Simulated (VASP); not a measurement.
# GaN (P6_3mc) in VASP: notebook

The runs below take GaN through single point, with r2SCAN.

Everything below comes from runs of VASP 6.6.1. Logs are shortened: lines on timing, memory, paths and dates and some standing lists are left out, and cuts for length are marked.

## 1. The cell of the first run

The structure is hexagonal, space group P6_3mc (No. 186). The conventional cell has a = 3.135 Å, b = 3.135 Å, c = 5.261 Å, α = 90.00°, β = 90.00°, γ = 120.00°. Ga (site symmetry 3m) has 4 N at 1.92 to 1.98 Å within 2.5 Å. Within 2.5 Å of N (site symmetry 3m) lie 4 Ga at 1.92 to 1.98 Å.

## 2. Single point, r2SCAN (strain -0.015 along x and y, +0.015 along z)

POSCAR reads:

```
GaN
1.0
    3.1353519534      0.0000000000      0.0000000000
   -1.5676759767      2.7152944415      0.0000000000
    0.0000000000      0.0000000000      5.2613501861
Ga N
2 2
Direct
    0.3333333333      0.6666666667      0.9991101046
    0.6666666667      0.3333333333      0.4991101046
    0.3333333333      0.6666666667      0.3758898954
    0.6666666667      0.3333333333      0.8758898954
```

INCAR.step1 reads:

```
PREC = Accurate
ENCUT = 520
ISMEAR = 0
SIGMA = 0.05
LREAL = F
LASPH = T
NELM = 100
NBANDS = 26
GGA = PE
ALGO = Normal
EDIFF = 1E-4
LWAVE = T
LCHARG = F
```

INCAR.step2 reads:

```
PREC = Accurate
ENCUT = 520
EDIFF = 1E-6
ISMEAR = 0
SIGMA = 0.05
LREAL = F
LASPH = T
NELM = 100
ALGO = Normal
ISIF = 2
LWAVE = F
LCHARG = F
METAGGA = R2SCAN
LMIXTAU = T
NBANDS = 26
ISTART = 1
```

KPOINTS reads:

```
Automatic mesh
0
Gamma
  12 12 6
```

Potentials or basis: VASP PAW PBE potentials, release 64 (Ga_d, N).

Command:

```sh
cat potpaw_PBE.64/Ga_d/POTCAR potpaw_PBE.64/N/POTCAR > POTCAR
cp INCAR.step1 INCAR
mpirun -np 1 vasp_std > vasp.out
cp INCAR.step2 INCAR
mpirun -np 1 vasp_std > vasp.out
```

OUTCAR:

```text
PREC = Accurate
   ENCUT = 520
   EDIFF = 1E-6
   ISMEAR = 0
   LREAL = F
   LASPH = T
   NELM = 100
   ISIF = 2
   METAGGA = R2SCAN
   ISTART = 1

 ion  position               nearest neighbor table
   1  0.333  0.667  0.999-   4 1.92   4 1.92   4 1.92   3 1.98
   2  0.667  0.333  0.499-   3 1.92   3 1.92   3 1.92   4 1.98
   3  0.333  0.667  0.376-   2 1.92   2 1.92   2 1.92   1 1.98
   4  0.667  0.333  0.876-   1 1.92   1 1.92   1 1.92   2 1.98

  LATTYP: Found a hexagonal cell.
 ALAT       =     3.1353519534
 C/A-ratio  =     1.6780732321

  Lattice vectors:

 A1 = (   3.1353519534,   0.0000000000,   0.0000000000)
 A2 = (  -1.5676759767,   2.7152944415,   0.0000000000)
 A3 = (   0.0000000000,   0.0000000000,   5.2613501861)

Analysis of symmetry for initial positions (statically):
=====================================================================
 Subroutine PRICEL returns:
 Original cell was already a primitive cell.

 Routine SETGRP: Setting up the symmetry group for a
 hexagonal supercell.

 Subroutine GETGRP returns: Found 12 space group operations
 (whereof  6 operations were pure point group operations)
 out of a pool of 24 trial point group operations.

The static configuration has the point symmetry C_3v.
 The point group associated with its full space group is C_6v.

Analysis of symmetry for dynamics (positions and initial velocities):
=====================================================================
 Subroutine PRICEL returns:
 Original cell was already a primitive cell.

 Routine SETGRP: Setting up the symmetry group for a
 hexagonal supercell.

 Subroutine GETGRP returns: Found 12 space group operations
 (whereof  6 operations were pure point group operations)
 out of a pool of 24 trial point group operations.

The dynamic configuration has the point symmetry C_3v.
 The point group associated with its full space group is C_6v.

 Subroutine INISYM returns: Found 12 space group operations
 (whereof  6 operations are pure point group operations),
 and found     1 'primitive' translations

----------------------------------------------------------------------------------------

                                     Primitive cell

  volume of cell :      44.7920

  direct lattice vectors                    reciprocal lattice vectors
     3.135351953  0.000000000  0.000000000     0.318943460  0.184142092  0.000000000
    -1.567675977  2.715294442  0.000000000     0.000000000  0.368284185  0.000000000
     0.000000000  0.000000000  5.261350186     0.000000000  0.000000000  0.190065281

  length of vectors
     3.135351953  3.135351953  5.261350186     0.368284185  0.368284185  0.190065281

  position of ions in fractional coordinates (direct lattice)
     0.333333333  0.666666667  0.999110105
     0.666666667  0.333333333  0.499110105
     0.333333333  0.666666667  0.375889895
     0.666666667  0.333333333  0.875889895

  ion indices of the primitive-cell ions
   primitive index   ion index
                 1           1
                 2           2
                 3           3
                 4           4

----------------------------------------------------------------------------------------

 KPOINTS: Automatic mesh

Automatic generation of k-mesh.
 Grid dimensions read from file:
 generate k-points for:   12   12    6

 Generating k-lattice:

  Cartesian coordinates                     Fractional coordinates (reciprocal lattice)
     0.026578622  0.015345174  0.000000000     0.083333333  0.000000000  0.000000000
     0.000000000  0.030690349  0.000000000     0.000000000  0.083333333  0.000000000
     0.000000000  0.000000000  0.031677547     0.000000000  0.000000000  0.166666667

  Length of vectors
     0.030690349  0.030690349  0.031677547

  Shift w.r.t. Gamma in fractional coordinates (k-lattice)
     0.000000000  0.000000000  0.000000000

 Subroutine IBZKPT returns following result:
 ===========================================

 Found     76 irreducible k-points:

 Following reciprocal coordinates:
            Coordinates               Weight
  0.000000  0.000000  0.000000      1.000000
  0.083333 -0.000000  0.000000      6.000000
  0.166667  0.000000  0.000000      6.000000
  0.250000  0.000000  0.000000      6.000000
  0.333333  0.000000  0.000000      6.000000
  0.416667  0.000000  0.000000      6.000000
[... 16 lines left out ...]
  0.250000  0.000000  0.166667     12.000000
  0.333333  0.000000  0.166667     12.000000
 [... further k-points ...]
   k-points           NKPTS =     76   k-points in BZ     NKDIM =     76   number of bands    NBANDS=     26
   number of dos      NEDOS =    301   number of ions     NIONS =      4
   total plane-waves  NPLWV =  23040
   dimension x,y,z NGX =    24 NGY =   24 NGZ =   40
   dimension x,y,z NGXF=    48 NGYF=   48 NGZF=   80
   ions per type =               2   2
   NGX,Y,Z   is equivalent  to a cutoff of  12.73, 12.73, 12.64 a.u.
   NGXF,Y,Z  is equivalent  to a cutoff of  25.45, 25.45, 25.28 a.u.
 SYSTEM =  unknown system
   PREC   = accura    normal or accurate (medium, high low for compatibility)
   ISTART =      1    job   : 0-new  1-cont  2-samecut
   ICHARG =      0    charge: 1-file 2-atom 10-const
   ISPIN  =      1    spin polarized calculation?
   LNONCOLLINEAR =      F non collinear calculations
   LSORBIT =      F    spin-orbit coupling
   LASPH  =      T    aspherical Exc in radial PAW
   ENCUT  =  520.0 eV  38.22 Ry    6.18 a.u.   5.83  5.83  9.78*2*pi/ulx,y,z
   NELM   =    100;   NELMIN=  2; NELMDL=  0     # of ELM steps
   EDIFF  = 0.1E-05   stopping-criterion for ELM
   LREAL  =      F    real-space projection
   EDIFFG = 0.1E-04   stopping-criterion for IOM
   NSW    =      0    number of steps for IOM
   IBRION =     -1    ionic relax: 0-MD 1-quasi-New 2-CG
   NFREE  =      0    steps in history (QN), initial steepest desc. (CG)
   ISIF   =      2    stress and relaxation
   ISYM   =      2    0-nonsym 1-usesym 2-fastsym
   POTIM  = 0.5000    time-step for ionic-motion
   TEBEG  =    0.0;   TEEND  =   0.0 temperature during run
   PSTRESS=    0.0 pullay stress
   NELECT =      36.0000    total number of electrons
   NUPDOWN=      -1.0000    fix difference up-down
   EMIN   =  10.00;   EMAX   =-10.00  energy-range for DOS
   EFERMI =   0.00;   METHOD = LEGACY
   ISMEAR =     0;   SIGMA  =   0.05  broadening in eV -4-tet -1-fermi 0-gaus
   EFERMI_NEDOS =   21; number of points for ismear=-14 and -15
   IALGO  =     38    algorithm
   IMIX   =      4    mixing-type and parameters
     AMIX     =   0.40;   BMIX     =  1.00
     AMIX_MAG =   1.60;   BMIX_MAG =  1.00
  volume/ion in A,a.u.               =      11.20        75.57
  Fermi-wavevector in a.u.,A,eV,Ry     =   1.522096  2.876345 31.521675  2.316778
  Thomas-Fermi vector in A             =   2.630722
   LORBIT       =      0    0 simple, 1 ext, 2 COOP (PROOUT), +10 PAW based schemes
   METAGGA = R2SCAN    functional components
   LHFCALC =     F    Hartree Fock is set to
   AEXX    =    0.0000 exact exchange contribution
   IVDW    =     0    specifies the selected vdW correction
   LEPSILON=     F    determine dielectric tensor
   LRPA    =     F    only Hartree local field effects (RPA)
 non-spin polarized calculation
 Gauss-broadening in eV      SIGMA  =   0.05
  energy-cutoff  :      520.00
  volume of cell :       44.79
 maximum number of plane-waves:      1224
 NGX is ok and might be reduce to    24
   NGX = 11   NGY = 11   NGZ = 19

 number of electron      36.0000010 magnetization

 Free energy of the ion-electron system (eV)
  ---------------------------------------------------
  ext. energy  EPLUGINS =         0.00000000
  ---------------------------------------------------
  free energy    TOTEN  =       -43.77351877 eV

  energy without entropy =      -43.77351877  energy(sigma->0) =      -43.77351877

 E-fermi :   5.5109     XC(G=0): -12.7558

 val. band max:        5.3086635183   @ k =   0.0000   0.0000   0.0000
 cond. band min:       7.6541148844   @ k =   0.0000   0.0000   0.0000
 fundamental gap:      2.3454513660
 Fermi energy:         5.5108937530

 k-point     1 :       0.0000    0.0000    0.0000
  band No.  band energies     occupation
      1     -11.6835      2.00000
      2     -10.6690      2.00000
      3      -8.5701      2.00000
      4      -8.5662      2.00000
      5      -8.5662      2.00000
      6      -8.5016      2.00000
[... 18 lines left out ...]
     25      18.0394      0.00000
     26      18.0394      0.00000

 k-point     2 :       0.0833   -0.0000    0.0000
  band No.  band energies     occupation
      1     -11.6098      2.00000
      2     -10.6440      2.00000
      3      -8.5696      2.00000
      4      -8.5540      2.00000
      5      -8.5366      2.00000
      6      -8.4920      2.00000
[... 18 lines left out ...]
     25      17.6176      0.00000
     26      18.2051      0.00000

 k-point     3 :       0.1667    0.0000    0.0000
  band No.  band energies     occupation
      1     -11.4071      2.00000
      2     -10.5810      2.00000
      3      -8.5439      2.00000
      4      -8.5236      2.00000
      5      -8.4717      2.00000
      6      -8.4522      2.00000
[... 18 lines left out ...]
     25      17.4091      0.00000
     26      18.5837      0.00000

 k-point     4 :       0.2500    0.0000    0.0000
  band No.  band energies     occupation
      1     -11.1318      2.00000
      2     -10.5082      2.00000
      3      -8.5142      2.00000
      4      -8.4910      2.00000
      5      -8.4124      2.00000
      6      -8.3842      2.00000
[... 18 lines left out ...]
     25      17.6019      0.00000
     26      18.6297      0.00000

 k-point     5 :       0.3333    0.0000    0.0000
  band No.  band energies     occupation
      1     -10.8692      2.00000
      2     -10.4517      2.00000
      3      -8.4978      2.00000
      4      -8.4712      2.00000
      5      -8.3677      2.00000
      6      -8.3284      2.00000
[... 18 lines left out ...]
     25      17.8337      0.00000
     26      19.1219      0.00000

 k-point     6 :       0.4167    0.0000    0.0000
  band No.  band energies     occupation
      1     -10.6928      2.00000
      2     -10.4222      2.00000
      3      -8.4962      2.00000
      4      -8.4644      2.00000
      5      -8.3476      2.00000
      6      -8.3090      2.00000
[... 427 lines left out ...]
 k-point    21 :       0.0833   -0.0000    0.1667
  band No.  band energies     occupation
      1     -11.5340      2.00000
      2     -10.6888      2.00000
      3      -8.5611      2.00000
      4      -8.5512      2.00000
      5      -8.5191      2.00000
      6      -8.4976      2.00000
[... 18 lines left out ...]
     25      17.4735      0.00000
     26      17.9598      0.00000

 k-point    22 :       0.1667    0.0000    0.1667
  band No.  band energies     occupation
      1     -11.3386      2.00000
      2     -10.6166      2.00000
      3      -8.5382      2.00000
      4      -8.5194      2.00000
      5      -8.4744      2.00000
      6      -8.4493      2.00000
[... 18 lines left out ...]
     25      17.1323      0.00000
     26      18.3794      0.00000

 k-point    23 :       0.2500    0.0000    0.1667
  band No.  band energies     occupation
      1     -11.0756      2.00000
      2     -10.5322      2.00000
      3      -8.5119      2.00000
      4      -8.4842      2.00000
      5      -8.4272      2.00000
      6      -8.3916      2.00000
[... 18 lines left out ...]
     25      17.2523      0.00000
     26      18.9520      0.00000

 k-point    24 :       0.3333    0.0000    0.1667
  band No.  band energies     occupation
      1     -10.8281      2.00000
      2     -10.4655      2.00000
      3      -8.4994      2.00000
      4      -8.4612      2.00000
      5      -8.3896      2.00000
      6      -8.3370      2.00000
[... 18 lines left out ...]
     25      17.4658      0.00000
     26      19.2290      0.00000

 [... further k-points ...]

------------------------ aborting loop because EDIFF is reached ----------------------------------------

  FORCE on cell =-STRESS in cart. coord.  units (eV):
  Direction    XX          YY          ZZ          XY          YZ          ZX
  --------------------------------------------------------------------------------------
  -------------------------------------------------------------------------------------
  Total        2.4305599      2.4305599     -1.0346248      0.0000000      0.0000000     -0.0000000
  in kB       86.9393657     86.9393657    -37.0077789      0.0000000      0.0000000     -0.0000000
  external PRESSURE =      45.6236508 kB  Pullay stress =       0.0000000 kB

 VOLUME and BASIS-vectors are now :
 -----------------------------------------------------------------------------
  energy-cutoff  :      520.00
  volume of cell :       44.79
      direct lattice vectors                 reciprocal lattice vectors
     3.135351953  0.000000000  0.000000000     0.318943460  0.184142092  0.000000000
    -1.567675977  2.715294442  0.000000000     0.000000000  0.368284185  0.000000000
     0.000000000  0.000000000  5.261350186     0.000000000  0.000000000  0.190065281

 POSITION                                       TOTAL-FORCE (eV/Angst)
 -----------------------------------------------------------------------------------
     -0.00000      1.81020      5.25667         0.000000     -0.000000      0.317154
      1.56768      0.90510      2.62599        -0.000000     -0.000000      0.317154
     -0.00000      1.81020      1.97769        -0.000000      0.000000     -0.317154
      1.56768      0.90510      4.60836         0.000000     -0.000000     -0.317154
 -----------------------------------------------------------------------------------
    total drift:                                0.000002      0.000004      0.028326

  FREE ENERGIE OF THE ION-ELECTRON SYSTEM (eV)
  ---------------------------------------------------
  free  energy   TOTEN  =       -43.7735187667 eV

  energy  without entropy=      -43.7735187667  energy(sigma->0) =      -43.77351877
```

Wall time 2.8 min (1 thread of Intel Xeon Platinum 8488C (Sapphire Rapids), shared host); peak memory 0.21 GiB.

What came out:

- Free energy: -43.7735 eV
- Pressure: 4.6 GPa
- Largest force: 0.317 eV/Å
- Band gap on the k mesh: 2.35 eV

Forces in eV/Å, atoms in the order of the input:
```
Ga   0.000  0.000  0.317
Ga   0.000  0.000  0.317
N    0.000  0.000 -0.317
N    0.000  0.000 -0.317
```

Levels at points of the mesh, in eV from the valence-band top:
| k point | band 15 | band 16 | band 17 | band 18 | band 19 | band 20 | band 21 | band 22 |
| --- | --- | --- | --- | --- | --- | --- | --- | --- |
| (0.00, 0.00, 0.00) | -0.98 | -0.15 | 0.00 | 0.00 | 2.35 | 5.18 | 9.80 | 10.92 |
| (0.50, 0.00, 0.00) | -4.37 | -2.81 | -2.30 | -1.13 | 5.80 | 6.14 | 6.37 | 9.32 |
| (0.00, 0.00, 0.50) | -0.50 | -0.50 | -0.50 | -0.50 | 4.93 | 4.93 | 9.08 | 9.08 |
| (0.50, 0.00, 0.50) | -2.12 | -2.12 | -2.03 | -2.03 | 4.83 | 4.83 | 8.42 | 8.42 |

Caveat: the cell differs from its parent crystal (strain -0.015 along x and y, +0.015 along z); the stress differs along the axes, from -4 to 9 GPa; the PAW data sets were made with another functional, which shifts forces and pressure a little.

## 3. Single point, r2SCAN (strain -0.015 along x and y, +0.030 along z)

POSCAR: that of step 2 with these lines changed.

```diff
@@ -4,3 +4,3 @@
    -1.5676759767      2.7152944415      0.0000000000
-    0.0000000000      0.0000000000      5.2613501861
+    0.0000000000      0.0000000000      5.3391041298
 Ga N
```

INCAR.step1 reads:

```
ALGO = Normal ; EDIFF = 1E-4
ENCUT = 520 ; GGA = PE
ISMEAR = 0 ; LASPH = T
LCHARG = F ; LREAL = F
LWAVE = T ; NBANDS = 26
NELM = 100 ; PREC = Accurate
SIGMA = 0.05
```

INCAR.step2 reads:

```
ALGO = Normal ; EDIFF = 1E-6
ENCUT = 520 ; ISIF = 2
ISMEAR = 0 ; ISTART = 1
LASPH = T ; LCHARG = T
LELF = T ; LMIXTAU = T
LREAL = F ; LVHAR = T
LWAVE = F ; METAGGA = R2SCAN
NBANDS = 26 ; NELM = 100
PREC = Accurate ; SIGMA = 0.05
```

KPOINTS reads:

```
k-points
0
Gamma
  12 12 6
```

Potentials or basis: VASP PAW PBE potentials, release 64 (Ga_d, N).

Command:

```sh
cat potpaw_PBE.64/Ga_d/POTCAR potpaw_PBE.64/N/POTCAR > POTCAR
cp INCAR.step1 INCAR
mpirun -np 1 vasp_std > vasp.out
cp INCAR.step2 INCAR
mpirun -np 1 vasp_std > vasp.out
```

Wall time 3.2 min (1 thread of Intel Xeon Platinum 8488C (Sapphire Rapids), shared host); peak memory 0.21 GiB.

It converged, with:

| Quantity | Value |
| --- | --- |
| Free energy | -43.7460 eV |
| Pressure | 1.8 GPa |
| Largest force | 0.388 eV/Å |
| Band gap on the k mesh | 2.18 eV |

Forces on the atoms (eV/Å):
```
Ga   0.000  0.000  0.388
Ga   0.000  0.000  0.388
N    0.000  0.000 -0.388
N    0.000  0.000 -0.388
```

Stress tensor (GPa, compression positive):
```
 7.63  0.00  0.00
 0.00  7.63  0.00
 0.00  0.00 -9.74
```

Levels at points of the mesh, in eV from the valence-band top:
| k point | band 15 | band 16 | band 17 | band 18 | band 19 | band 20 | band 21 | band 22 |
| --- | --- | --- | --- | --- | --- | --- | --- | --- |
| (0.00, 0.00, 0.00) | -0.91 | -0.21 | 0.00 | 0.00 | 2.18 | 5.19 | 9.59 | 10.68 |
| (0.50, 0.00, 0.00) | -4.30 | -2.71 | -2.26 | -1.14 | 5.83 | 6.02 | 6.19 | 9.07 |
| (0.00, 0.00, 0.50) | -0.47 | -0.47 | -0.47 | -0.47 | 4.86 | 4.86 | 8.91 | 8.91 |
| (0.50, 0.00, 0.50) | -2.15 | -2.15 | -1.99 | -1.99 | 4.72 | 4.72 | 8.28 | 8.28 |

Caveat: the cell differs from its parent crystal (strain -0.015 along x and y, +0.030 along z); the stress differs along the axes, from -10 to 8 GPa; the PAW data sets were made with another functional, which shifts forces and pressure a little.

## 4. Single point, r2SCAN (strain +0.015 along x and y, -0.030 along z)

POSCAR reads:

```
GaN
1.0
    3.2308449063      0.0000000000      0.0000000000
   -1.6154224532      2.7979937646      0.0000000000
    0.0000000000      0.0000000000      5.0280883552
Ga N
2 2
Direct
    0.3333333333      0.6666666667      0.9991101046
    0.6666666667      0.3333333333      0.4991101046
    0.3333333333      0.6666666667      0.3758898954
    0.6666666667      0.3333333333      0.8758898954
```

INCAR.step1 reads:

```
SYSTEM = GaN
PREC = Accurate
ENCUT = 520
ISMEAR = 0
SIGMA = 0.05
LREAL = .FALSE.
LASPH = .TRUE.
NELM = 60
NBANDS = 26
GGA = PE
ALGO = Normal
EDIFF = 1E-4
LWAVE = .TRUE.
LCHARG = .FALSE.
```

INCAR.step2 reads:

```
SYSTEM = GaN
PREC = Accurate
ENCUT = 520
EDIFF = 1E-6
ISMEAR = 0
SIGMA = 0.05
LREAL = .FALSE.
LASPH = .TRUE.
NELM = 60
ALGO = Normal
ISIF = 2
LWAVE = .FALSE.
LCHARG = .FALSE.
METAGGA = R2SCAN
LMIXTAU = .TRUE.
NBANDS = 26
ISTART = 1
```

KPOINTS reads:

```
regular mesh
0
G
  12 12 6
  0 0 0
```

Command:

```sh
cat potpaw_PBE.64/Ga_d/POTCAR potpaw_PBE.64/N/POTCAR > POTCAR
cp INCAR.step1 INCAR
mpirun -np 1 vasp_std > vasp.out
cp INCAR.step2 INCAR
mpirun -np 1 vasp_std > vasp.out
```

Run time: 3 min. Hardware: 1 thread of Intel Xeon Platinum 8488C (Sapphire Rapids), shared host; peak memory 0.22 GiB.

It converged, with:

```
Free energy            : -43.7417 eV
Pressure               : 1.7 GPa
Largest force          : 0.586 eV/Å
Band gap on the k mesh : 2.34 eV
```

Forces in eV/Å, atoms in the order of the input:
```
Ga   0.000  0.000 -0.586
Ga   0.000  0.000 -0.586
N    0.000  0.000  0.586
N    0.000  0.000  0.586
```

Stress tensor (GPa, compression positive):
```
-4.56  0.00  0.00
 0.00 -4.56  0.00
 0.00  0.00 14.33
```

Levels at points of the mesh, in eV from the valence-band top:
```tsv
k point	band 15	band 16	band 17	band 18	band 19	band 20	band 21	band 22
(0.00, 0.00, 0.00)	-1.33	-0.09	-0.09	0.00	2.34	4.34	10.15	10.15
(0.50, 0.00, 0.00)	-4.40	-3.07	-2.32	-1.01	5.22	6.10	6.80	9.39
(0.00, 0.00, 0.50)	-0.72	-0.72	-0.72	-0.72	4.56	4.56	9.40	9.40
(0.50, 0.00, 0.50)	-2.13	-2.13	-1.84	-1.84	4.93	4.93	8.51	8.51
```

Caveat: the cell differs from its parent crystal (strain +0.015 along x and y, -0.030 along z); the stress differs along the axes, from -5 to 14 GPa; the PAW data sets were made with another functional, which shifts forces and pressure a little.

(Continued in part 2 of 2.)
